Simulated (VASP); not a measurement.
A run of VASP 6.6.1 is set up as follows.

INCAR

```
ALGO = Normal
EDIFF = 1E-7
ENCUT = 520
GGA = CA
ISIF = 2
ISMEAR = 0
LASPH = True
LCHARG = True
LELF = True
LREAL = False
LVHAR = True
LWAVE = False
NBANDS = 17
NELM = 100
PREC = Accurate
SIGMA = 0.15
```

File KPOINTS:

```
k-points
0
Gamma
  15 15 8
```

POSCAR

```
Sr
1.0
    4.0514002074      0.0000000000      0.0000000000
   -2.0257001037      3.5086155005      0.0000000000
    0.0000000000      0.0000000000      7.0500000000
Sr
2
Direct
    0.3333333333      0.6666666667      0.2500000000
    0.6666666667      0.3333333333      0.7500000000
```

Potentials or basis: VASP PAW LDA potentials, release 64 (Sr_sv).

Run with:

```sh
$ cat potpaw_LDA.64/Sr_sv/POTCAR > POTCAR
$ mpirun -np 1 vasp_std > vasp.out
```

**Question.** Predict the pressure.

**Answer.** -0.3 GPa.

**Question.** Predict the band gap on the k mesh.

**Answer.** Zero (band 10 reaches 1.93 eV, above the bottom of band 11 at 1.65 eV).

Stress tensor (GPa, compression positive):
```
 0.21  0.00  0.00
 0.00  0.21  0.00
 0.00  0.00 -1.34
```

Caveat: the cell differs from its parent crystal (strain -0.0600 x Voigt [1, 1, 0, 0, 0, 0]).
